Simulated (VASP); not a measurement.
Write the native input for VASP 6.6.1 that does the following.

```
Task                   : relaxation of cell and atoms
Functional             : PBEsol
Potentials or basis    : VASP PAW PBE potentials, release 64 (Cd, S)
Cutoff                 : 600 eV
k mesh                 : 16 × 16 × 16
Occupations            : fermi-dirac, width 0.1 eV
Spin                   : no spin polarisation
Target pressure        : 1 GPa
Dipole correction      : no
Further INCAR settings : ALGO = Normal; EDIFF = 1e-06; IBRION = 2; EDIFFG = -0.002; NSW = 100; ISIF = 3
```

The structure of CdS lies in POSCAR:

```
CdS
1.0
    0.0000000000      2.6987645878      2.6987645878
    2.6987645878      0.0000000000      2.6987645878
    2.6987645878      2.6987645878      0.0000000000
Cd S
1 1
Direct
    0.0000000000      0.0000000000      0.0000000000
    0.5000000000      0.5000000000      0.5000000000
```

One way to write it, as run:

INCAR

```
SYSTEM = CdS
PREC = Accurate
ENCUT = 600
EDIFF = 1E-6
ISMEAR = -1
SIGMA = 0.1
LREAL = .False.
LASPH = .True.
NELM = 80
ALGO = Normal
ISIF = 3
LWAVE = .False.
LCHARG = .False.
GGA = PS
IBRION = 2
NSW = 100
EDIFFG = -0.002
PSTRESS = 10.0
```

KPOINTS

```
regular mesh
0
Gamma
  16 16 16
  0 0 0
```

Potentials or basis: VASP PAW PBE potentials, release 64 (Cd, S).

Command:

```console
$ cat potpaw_PBE.64/Cd/POTCAR potpaw_PBE.64/S/POTCAR > POTCAR
$ mpirun -np 1 vasp_std > vasp.out
```

Results of the run:

```yaml
Relaxed_volume: 19.54 Å³/atom
Relaxed_cell: a = 3.809 Å, b = 3.809 Å, c = 3.809 Å, α = 60.00°, β = 60.00°, γ = 60.00°
Space_group_after_relaxing_to_0.05_Å: Fm-3m (No. 225)
Energy_change_on_relaxing_the_enthalpy_is_what_falls: +0.5 meV/atom
Ionic_steps: 3
Pressure_after_relaxing: 1.0 GPa
```

Caveat: the cell is relaxed towards a set pressure, so the enthalpy falls and the energy may rise; the PAW data sets were made with another functional, which shifts forces and pressure a little.

Run time: 2.3 min on 1 thread of Intel(R) Xeon(R) Platinum 8259CL CPU @ 2.50GHz (Skylake/Cascade Lake) (shared host), peak memory 0.24 GiB.
